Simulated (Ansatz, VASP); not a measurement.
**N in VASP and in Ansatz**

```
N
1.0
    -3.81655    0.00000    0.00000
    -1.90828   -3.30523    0.00000
    -1.90809   -1.10163   14.82904
N
8
Direct
  0.02931 0.02931 0.91216
  0.19596 0.19596 0.41216
  0.05408 0.05408 0.83784
  0.22073 0.22073 0.33784
  0.61262 0.61262 0.16216
  0.44597 0.44597 0.66216
  0.63739 0.63739 0.08784
  0.47074 0.47074 0.58784
```

Alike in both runs: task single point; functional PBE; dispersion D3(BJ); k mesh 7 × 7 × 2; occupations gaussian, width 0.05 eV; no spin polarisation.

|  | VASP | Ansatz |
| --- | --- | --- |
| version | VASP 6.6.1 | Ansatz 0.2.0 |
| potentials or method | VASP PAW PBE potentials, release 64 (N), cutoff 520 eV | scalar-relativistic, plane waves, PAW |
| valence electrons in the cell | 40 | 40 |

VASP gave:

```
gap on the k mesh at the Fermi level (eV)                     : 7.12
least direct gap on the mesh (eV)                             : 7.24
pressure (GPa)                                                : 2.0
traceless stress, the component that is largest in VASP (GPa) : 4.34
rms of the force components (eV/Å)                            : 1.005
```

Q: Estimate Ansatz's values.

A: gap on the k mesh at the Fermi level (eV): 7.17; least direct gap on the mesh (eV): 7.29; pressure (GPa): 0.0; traceless stress, the component that is largest in VASP (GPa): 0.03; rms of the force components (eV/Å): 0.002.

Atom by atom the forces differ by 1.006 eV/Å (rms over components).

Noted on VASP's run: the standard files for N, O and F lose accuracy on very short bonds.
